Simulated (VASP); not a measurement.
Set up this calculation in VASP 6.6.1, as the native input.

```
Task                   : single point
Functional             : r2SCAN
Potentials or basis    : VASP PAW PBE potentials, release 64 (Al, Cu)
Cutoff                 : 520 eV
k mesh                 : 12 × 12 × 10
Occupations            : gaussian, width 0.15 eV
Spin                   : no spin polarisation
Dipole correction      : no
Further INCAR settings : ALGO = Normal; EDIFF = 1e-06; NBANDS = 24
```

Al3Cu2:

```
Al Cu
1.0
     3.93774    0.00000    0.00000
    -1.96887    3.41018    0.00000
     0.00000    0.00000    5.38905
Al Cu
3 2
Direct
  0.00000 0.00000 0.00000
  0.33333 0.66667 0.35017
  0.66667 0.33333 0.64983
  0.33333 0.66667 0.84017
  0.66667 0.33333 0.15983
```

This cell differs from its parent crystal: strain -0.040 along x and y, +0.080 along z.

These files were run (other wordings do the same):

POSCAR

```
Al3Cu2
1.0
    3.9377393120      0.0000000000      0.0000000000
   -1.9688696560      3.4101822776      0.0000000000
    0.0000000000      0.0000000000      5.3890503038
Al Cu
3 2
Direct
    0.0000000000      0.0000000000      0.0000000000
    0.3333333333      0.6666666667      0.3501725384
    0.6666666667      0.3333333333      0.6498274616
    0.3333333333      0.6666666667      0.8401683181
    0.6666666667      0.3333333333      0.1598316819
```

INCAR.step1

```
SYSTEM = Al3Cu2
PREC     = Accurate       ! precision mode
ENCUT    = 520            ! plane-wave cutoff, eV
ISMEAR   = 0              ! smearing method
SIGMA    = 0.15           ! smearing width, eV
LREAL    = .FALSE.        ! projectors in reciprocal space
LASPH    = .TRUE.         ! aspherical terms in the spheres
NELM     = 100            ! most SCF steps
NBANDS   = 24             ! bands
GGA      = PE             ! functional
ALGO     = Normal         ! electronic algorithm
EDIFF    = 1E-4           ! SCF threshold, eV
LWAVE    = .TRUE.         ! write WAVECAR
LCHARG   = .FALSE.        ! write CHGCAR
```

INCAR.step2

```
SYSTEM = Al3Cu2
PREC     = Accurate       ! precision mode
ENCUT    = 520            ! plane-wave cutoff, eV
EDIFF    = 1E-6           ! SCF threshold, eV
ISMEAR   = 0              ! smearing method
SIGMA    = 0.15           ! smearing width, eV
LREAL    = .FALSE.        ! projectors in reciprocal space
LASPH    = .TRUE.         ! aspherical terms in the spheres
NELM     = 100            ! most SCF steps
ALGO     = Normal         ! electronic algorithm
ISIF     = 2              ! what is computed and relaxed
LWAVE    = .FALSE.        ! write WAVECAR
LCHARG   = .FALSE.        ! write CHGCAR
METAGGA  = R2SCAN         ! meta-GGA
LMIXTAU  = .TRUE.       
NBANDS   = 24             ! bands
ISTART   = 1
```

KPOINTS

```
regular mesh
0
G
  12 12 10
  0 0 0
```

Potentials or basis: VASP PAW PBE potentials, release 64 (Al, Cu).

Run with:

```console
$ cat potpaw_PBE.64/Al/POTCAR potpaw_PBE.64/Cu/POTCAR > POTCAR
$ cp INCAR.step1 INCAR
$ mpirun -np 1 vasp_std > vasp.out
$ cp INCAR.step2 INCAR
$ mpirun -np 1 vasp_std > vasp.out
```

Results of the run:

```
Pressure               : 2.3 GPa
Largest force          : 0.289 eV/Å
Band gap on the k mesh : zero (an odd number of electrons rules out a gap without spin polarisation)
```

Caveat: the cell differs from its parent crystal (strain -0.040 along x and y, +0.080 along z); the PAW data sets were made with another functional, which shifts forces and pressure a little.

Run time: 11 min on 1 thread of Intel(R) Xeon(R) 6975P-C (Granite Rapids), on a shared host, peak memory 0.37 GiB.
